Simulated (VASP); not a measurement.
# Ga (C2/c) in VASP: further runs

The runs below take Ga through electric field gradients, with PBEsol.

Program: VASP 6.6.1. These are calculated values, not measurements. Logs are shortened: lines on timing, memory, paths and dates and some standing lists are left out, and cuts for length are marked.

### 1 The cell of the first run

Symmetry: C2/c, No. 15, monoclinic system. The conventional cell has a = 2.802 Å, b = 8.159 Å, c = 3.376 Å, α = 90.00°, β = 92.02°, γ = 90.00°. Within 3.6 Å of Ga (site symmetry 2) lie 10 Ga at 2.72 to 3.38 Å.

### 2 Electric field gradients, PBEsol (19.28 Å³/atom)

INCAR reads:

```
PREC     = Accurate       # precision mode
ENCUT    = 520            # plane-wave cutoff, eV
EDIFF    = 1E-8           # SCF threshold, eV
ISMEAR   = -1             # smearing method
SIGMA    = 0.03           # smearing width, eV
LREAL    = False          # projectors in reciprocal space
LASPH    = True           # aspherical terms in the spheres
NELM     = 80             # most SCF steps
ALGO     = Normal         # electronic algorithm
ISIF     = 2              # what is computed and relaxed
LWAVE    = False          # write WAVECAR
LCHARG   = False          # write CHGCAR
GGA      = PS             # functional
LEFG     = True         
NBANDS   = 20             # bands
```

KPOINTS reads:

```
regular mesh
0
Gamma
  14 14 11
```

POSCAR reads:

```
Ga
1.0
    1.4011994555     -4.0794863395      0.0000000000
    1.4011994555      4.0794863395      0.0000000000
   -0.1189955720      0.0000000000      3.3737498936
Ga
2
Direct
    0.8690000000      0.1310000000      0.2500000000
    0.1310000000      0.8690000000      0.7500000000
```

Potentials or basis: VASP PAW PBE potentials, release 64 (Ga_d).

Command:

```console
cat potpaw_PBE.64/Ga_d/POTCAR > POTCAR
mpirun -np 1 vasp_std > vasp.out
```

OUTCAR:

```text
PREC = Accurate
   ENCUT = 520
   EDIFF = 1E-8
   ISMEAR = -1
   LREAL = False
   LASPH = True
   NELM = 80
   ISIF = 2
   GGA = PS

 ion  position               nearest neighbor table
   1  0.869  0.131  0.250-   2 2.72   2 2.72   2 2.90   2 2.90
   2  0.131  0.869  0.750-   1 2.72   1 2.72   1 2.90   1 2.90

  LATTYP: Found a base centered monoclinic cell.
 ALAT       =     2.8023989110
 B/A-ratio  =     2.9114244396
 C/A-ratio  =     1.2046278548
 COS(beta)  =    -0.0352490928

  Lattice vectors:

 A1 = (   1.4011994555,  -4.0794863395,   0.0000000000)
 A2 = (   1.4011994555,   4.0794863395,   0.0000000000)
 A3 = (  -0.1189955720,   0.0000000000,   3.3737498936)

Analysis of symmetry for initial positions (statically):
=====================================================================
 Subroutine PRICEL returns:
 Original cell was already a primitive cell.

 Routine SETGRP: Setting up the symmetry group for a
 base centered monoclinic supercell.

 Subroutine GETGRP returns: Found  4 space group operations
 (whereof  2 operations were pure point group operations)
 out of a pool of  4 trial point group operations.

The static configuration has the point symmetry S_2 .
 The point group associated with its full space group is C_2h.

Analysis of symmetry for dynamics (positions and initial velocities):
=====================================================================
 Subroutine PRICEL returns:
 Original cell was already a primitive cell.

 Routine SETGRP: Setting up the symmetry group for a
 base centered monoclinic supercell.

 Subroutine GETGRP returns: Found  4 space group operations
 (whereof  2 operations were pure point group operations)
 out of a pool of  4 trial point group operations.

The dynamic configuration has the point symmetry S_2 .
 The point group associated with its full space group is C_2h.

 Subroutine INISYM returns: Found  4 space group operations
 (whereof  2 operations are pure point group operations),
 and found     1 'primitive' translations

----------------------------------------------------------------------------------------

                                     Primitive cell

  volume of cell :      38.5699

  direct lattice vectors                    reciprocal lattice vectors
     1.401199456 -4.079486339  0.000000000     0.356837136 -0.122564450  0.012586007
     1.401199456  4.079486339  0.000000000     0.356837136  0.122564450  0.012586007
    -0.118995572  0.000000000  3.373749894     0.000000000  0.000000000  0.296406086

  length of vectors
     4.313417289  4.313417289  3.375847788     0.377509196  0.377509196  0.296406086

  position of ions in fractional coordinates (direct lattice)
     0.869000000  0.131000000  0.250000000
     0.131000000  0.869000000  0.750000000

  ion indices of the primitive-cell ions
   primitive index   ion index
                 1           1
                 2           2

----------------------------------------------------------------------------------------

 KPOINTS: regular mesh

Automatic generation of k-mesh.
 Grid dimensions read from file:
 generate k-points for:   14   14   11

 Generating k-lattice:

  Cartesian coordinates                     Fractional coordinates (reciprocal lattice)
     0.025488367 -0.008754604  0.000899000     0.071428571  0.000000000 -0.000000000
     0.025488367  0.008754604  0.000899000     0.000000000  0.071428571 -0.000000000
     0.000000000  0.000000000  0.026946008     0.000000000  0.000000000  0.090909091

  Length of vectors
     0.026964943  0.026964943  0.026946008

  Shift w.r.t. Gamma in fractional coordinates (k-lattice)
     0.000000000  0.000000000  0.000000000

 Subroutine IBZKPT returns following result:
 ===========================================

 Found    582 irreducible k-points:

 Following reciprocal coordinates:
            Coordinates               Weight
  0.000000  0.000000  0.000000      1.000000
  0.071429  0.000000  0.000000      4.000000
  0.142857  0.000000  0.000000      4.000000
  0.214286  0.000000  0.000000      4.000000
  0.285714  0.000000  0.000000      4.000000
  0.357143  0.000000  0.000000      4.000000
[... 16 lines left out ...]
  0.214286  0.142857 -0.000000      4.000000
  0.285714  0.142857  0.000000      4.000000
 [... further k-points ...]
   k-points           NKPTS =    582   k-points in BZ     NKDIM =    582   number of bands    NBANDS=     20
   number of dos      NEDOS =    301   number of ions     NIONS =      2
   total plane-waves  NPLWV =  28672
   dimension x,y,z NGX =    32 NGY =   32 NGZ =   28
   dimension x,y,z NGXF=    64 NGYF=   64 NGZF=   56
   ions per type =               2
   NGX,Y,Z   is equivalent  to a cutoff of  12.33, 12.33, 13.79 a.u.
   NGXF,Y,Z  is equivalent  to a cutoff of  24.67, 24.67, 27.58 a.u.
 SYSTEM =  unknown system
   PREC   = accura    normal or accurate (medium, high low for compatibility)
   ISTART =      0    job   : 0-new  1-cont  2-samecut
   ICHARG =      2    charge: 1-file 2-atom 10-const
   ISPIN  =      1    spin polarized calculation?
   LNONCOLLINEAR =      F non collinear calculations
   LSORBIT =      F    spin-orbit coupling
   LASPH  =      T    aspherical Exc in radial PAW
   ENCUT  =  520.0 eV  38.22 Ry    6.18 a.u.   8.02  8.02  6.28*2*pi/ulx,y,z
   NELM   =     80;   NELMIN=  2; NELMDL= -5     # of ELM steps
   EDIFF  = 0.1E-07   stopping-criterion for ELM
   LREAL  =      F    real-space projection
   EDIFFG = 0.1E-06   stopping-criterion for IOM
   NSW    =      0    number of steps for IOM
   IBRION =     -1    ionic relax: 0-MD 1-quasi-New 2-CG
   NFREE  =      0    steps in history (QN), initial steepest desc. (CG)
   ISIF   =      2    stress and relaxation
   ISYM   =      2    0-nonsym 1-usesym 2-fastsym
   POTIM  = 0.5000    time-step for ionic-motion
   TEBEG  =    0.0;   TEEND  =   0.0 temperature during run
   PSTRESS=    0.0 pullay stress
   NELECT =      26.0000    total number of electrons
   NUPDOWN=      -1.0000    fix difference up-down
   EMIN   =  10.00;   EMAX   =-10.00  energy-range for DOS
   EFERMI =   0.00;   METHOD = LEGACY
   ISMEAR =    -1;   SIGMA  =   0.03  broadening in eV -4-tet -1-fermi 0-gaus
   EFERMI_NEDOS =   21; number of points for ismear=-14 and -15
   IALGO  =     38    algorithm
   IMIX   =      4    mixing-type and parameters
     AMIX     =   0.40;   BMIX     =  1.00
     AMIX_MAG =   1.60;   BMIX_MAG =  1.00
  volume/ion in A,a.u.               =      19.28       130.14
  Fermi-wavevector in a.u.,A,eV,Ry     =   1.435434  2.712577 28.034400  2.060470
  Thomas-Fermi vector in A             =   2.554733
   LORBIT       =      0    0 simple, 1 ext, 2 COOP (PROOUT), +10 PAW based schemes
   GGA     = PS    functional components
   LHFCALC =     F    Hartree Fock is set to
   AEXX    =    0.0000 exact exchange contribution
   IVDW    =     0    specifies the selected vdW correction
   LEPSILON=     F    determine dielectric tensor
   LRPA    =     F    only Hartree local field effects (RPA)
 non-spin polarized calculation
  energy-cutoff  :      520.00
  volume of cell :       38.57
 maximum number of plane-waves:      1055
   NGX = 17   NGY = 17   NGZ = 13

 number of electron      26.0000011 magnetization

 Free energy of the ion-electron system (eV)
  ---------------------------------------------------
  ext. energy  EPLUGINS =         0.00000000
  ---------------------------------------------------
  free energy    TOTEN  =        -6.64796236 eV

  energy without entropy =       -6.64607856  energy(sigma->0) =       -6.64702046

 E-fermi :   5.1307     XC(G=0): -11.0012

 val. band max:        5.1223395669   @ k =   0.5000   0.0000   0.0909
 cond. band min:       5.1425767604   @ k =  -0.2143   0.5000   0.3636
 fundamental gap:      0.0202371936
 Fermi energy:         5.1306855334

 k-point     1 :       0.0000    0.0000    0.0000
  band No.  band energies     occupation
      1      -9.9027      2.00000
      2      -9.8914      2.00000
      3      -9.8615      2.00000
      4      -9.8355      2.00000
      5      -9.5880      2.00000
      6      -9.5867      2.00000
[... 12 lines left out ...]
     19      15.5266      0.00000
     20      17.9807      0.00000
[... 507 lines left out ...]
 k-point    24 :       0.2857    0.1429    0.0000
  band No.  band energies     occupation
      1      -9.8574      2.00000
      2      -9.8090      2.00000
      3      -9.7786      2.00000
      4      -9.7250      2.00000
      5      -9.6940      2.00000
      6      -9.6645      2.00000
[... 12 lines left out ...]
     19      16.0925      0.00000
     20      17.2232      0.00000

 [... further k-points ...]

------------------------ aborting loop because EDIFF is reached ----------------------------------------

  FORCE on cell =-STRESS in cart. coord.  units (eV):
  Direction    XX          YY          ZZ          XY          YZ          ZX
  --------------------------------------------------------------------------------------
  -------------------------------------------------------------------------------------
  Total       -0.8751009     -0.8659122     -0.8790024      0.0000000      0.0000000     -0.0145541
  in kB      -36.3513371    -35.9696402    -36.5134058      0.0000000      0.0000000     -0.6045698
  external PRESSURE =     -36.2781277 kB  Pullay stress =       0.0000000 kB

 VOLUME and BASIS-vectors are now :
 -----------------------------------------------------------------------------
  energy-cutoff  :      520.00
  volume of cell :       38.57
      direct lattice vectors                 reciprocal lattice vectors
     1.401199456 -4.079486339  0.000000000     0.356837136 -0.122564450  0.012586007
     1.401199456  4.079486339  0.000000000     0.356837136  0.122564450  0.012586007
    -0.118995572  0.000000000  3.373749894     0.000000000  0.000000000  0.296406086

 POSITION                                       TOTAL-FORCE (eV/Angst)
 -----------------------------------------------------------------------------------
      1.37145     -3.01066      0.84344        -0.000000      0.162778      0.000000
      1.31195      3.01066      2.53031         0.000000     -0.162778     -0.000000
 -----------------------------------------------------------------------------------
    total drift:                                0.000000      0.000000     -0.000000

  FREE ENERGIE OF THE ION-ELECTRON SYSTEM (eV)
  ---------------------------------------------------
  free  energy   TOTEN  =        -6.6479623624 eV

  energy  without entropy=       -6.6460785577  energy(sigma->0) =       -6.64702046

 Electric field gradients (V/A^2)
---------------------------------------------------------------------
 ion       V_xx      V_yy      V_zz      V_xy      V_xz      V_yz
---------------------------------------------------------------------
   1      -5.841   -17.254    23.094     0.000    -2.367    -0.000
   2      -5.841   -17.254    23.094     0.000    -2.367     0.000
---------------------------------------------------------------------

 Electric field gradients after diagonalization (V/A^2)
 (convention: |V_zz| > |V_xx| > |V_yy|)
----------------------------------------------------------------------
 ion       V_xx      V_yy      V_zz     asymmetry (V_yy - V_xx)/ V_zz
----------------------------------------------------------------------
   1     -17.254    -6.033    23.287       0.482
   2     -17.254    -6.033    23.287       0.482
----------------------------------------------------------------------

           NMR quadrupolar parameters

 Cq : quadrupolar parameter    Cq=e*Q*V_zz/h
 eta: asymmetry parameters     (V_yy - V_xx)/ V_zz
 Q  : nuclear electric quadrupole moment in mb (millibarn)
----------------------------------------------------------------------
 ion       Cq(MHz)       eta       Q (mb)
----------------------------------------------------------------------
   1       0.056       0.482       1.000
   2       0.056       0.482       1.000
----------------------------------------------------------------------
```

It took 2.7 min on 1 thread of Intel Xeon 6975P-C (Granite Rapids), shared host; peak memory 0.45 GiB.

Results:

```yaml
Free_energy: -6.6480 eV
Pressure: -3.6 GPa
Largest_force: 0.163 eV/Å
Band_gap_on_the_k_mesh: zero (bands 13 and 14 overlap by 7.74 eV)
Largest_electric_field_gradient_by_atom: Ga +23.3 V/Å²
```

Forces on the atoms (eV/Å):
```
Ga   0.000  0.163  0.000
Ga   0.000 -0.163  0.000
```

Levels at points of the mesh, in eV from the Fermi level:
```
           k point  band 10  band 11  band 12  band 13  band 14  band 15  band 16  band 17
(0.00, 0.00, 0.00)   -14.55   -10.93    -1.98    -1.74     1.62     5.36     9.40     9.86
(0.50, 0.00, 0.00)   -14.57    -5.96    -4.86    -1.26    -0.07     5.60     6.36     8.21
(0.50, 0.50, 0.00)   -14.61    -8.87    -8.38     3.91     4.46     5.59     5.82     7.34
```

Electric field gradients, principal values (V/Å²):
| atom | least | middle | greatest (by size) |
| --- | --- | --- | --- |
| 1 Ga | -6.033 | -17.254 | 23.287 |
| 2 Ga | -6.033 | -17.254 | 23.287 |

Caveat: the cell stands under tension; without QUAD_EFG the Cq values of the log hold for a quadrupole moment of 1 mb, not for the nuclei; the PAW data sets were made with another functional, which shifts forces and pressure a little.

(Continued in part 2 of 2.)

The gap in the log of VASP goes by the Fermi energy; the results here count the filled bands.